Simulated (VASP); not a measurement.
A run of VASP 6.6.1 is set up as follows.

File INCAR:

```
PREC = Accurate ; ENCUT = 520
EDIFF = 1E-6 ; ISMEAR = 0
SIGMA = 0.05 ; LREAL = Auto
LASPH = True ; NELM = 100
ALGO = Normal ; ISIF = 2
LWAVE = False ; LCHARG = False
GGA = PS ; NBANDS = 80
NELECT = 128.0
```

KPOINTS

```
Automatic mesh
0
Gamma
  4 4 4
```

Contents of POSCAR:

```
Li4Nb4O11
1.0
    5.1950821957      0.0000000000      0.0000000000
    0.0000000000      2.9993821042     -4.7271664166
    0.0000000000      5.9987642083      4.7271664167
Li Nb O
4 4 11
Direct
    0.0000000000      0.2865432153      0.3567283924
    0.5000000000      0.7865432153      0.8567283924
    0.0000000000      0.7134567847      0.6432716076
    0.5000000000      0.2134567847      0.1432716076
    0.0000000000      0.7111568631      0.1444215685
    0.5000000000      0.2111568631      0.6444215685
    0.0000000000      0.2888431369      0.8555784315
    0.5000000000      0.7888431369      0.3555784315
    0.8020967884      0.0253128181      0.7589912829
    0.3020967884      0.5253128181      0.2589912829
    0.3273039138      0.1547135204      0.8883919851
    0.3705992977      0.8526167320      0.5862951967
    0.8705992977      0.3526167320      0.0862951967
    0.1979032116      0.9746871819      0.2410087171
    0.6979032116      0.4746871819      0.7410087171
    0.1726960862      0.3452864796      0.6116080149
    0.7346286558      1.0119822302      0.1009641297
    0.6294007023      0.1473832680      0.4137048033
    0.1294007023      0.6473832680      0.9137048033
```

Potentials or basis: VASP PAW PBE potentials, release 64 (Li_sv, Nb_sv, O).

Launch:

```console
$ cat potpaw_PBE.64/Li_sv/POTCAR potpaw_PBE.64/Nb_sv/POTCAR potpaw_PBE.64/O/POTCAR > POTCAR
$ mpirun -np 1 vasp_std > vasp.out
```

Question: What does it give for the largest force?

Answer: 8.236 eV/Å.

Forces in eV/Å, atoms in the order of the input:
```
Li   0.201 -0.555  0.758
Li   0.148  0.123 -0.208
Li   0.272  0.893  0.516
Li  -1.264  0.589 -0.902
Nb  -0.036 -3.374 -4.059
Nb   0.154  1.927  0.334
Nb   0.267 -1.484  0.565
Nb  -3.818  2.449 -2.658
O   -0.060 -0.567 -0.399
O   -0.135  0.908 -0.603
O   -0.330 -0.258 -0.380
O    0.816 -2.353 -0.186
O    0.454  3.416 -1.948
O    2.154  0.599  1.796
O    0.064 -0.174 -0.532
O   -0.326  0.055 -0.353
O    1.893 -3.172  7.361
O    0.046 -0.893  0.683
O   -0.500  1.871  0.214
```

Caveat: the cell carries a net charge on a neutralising background, which shifts energy and pressure; the cell differs from its parent crystal (atom 17 moved -0.167 of the way to it and +0.900 Å across, host rigid); the PAW data sets were made with another functional, which shifts forces and pressure a little.
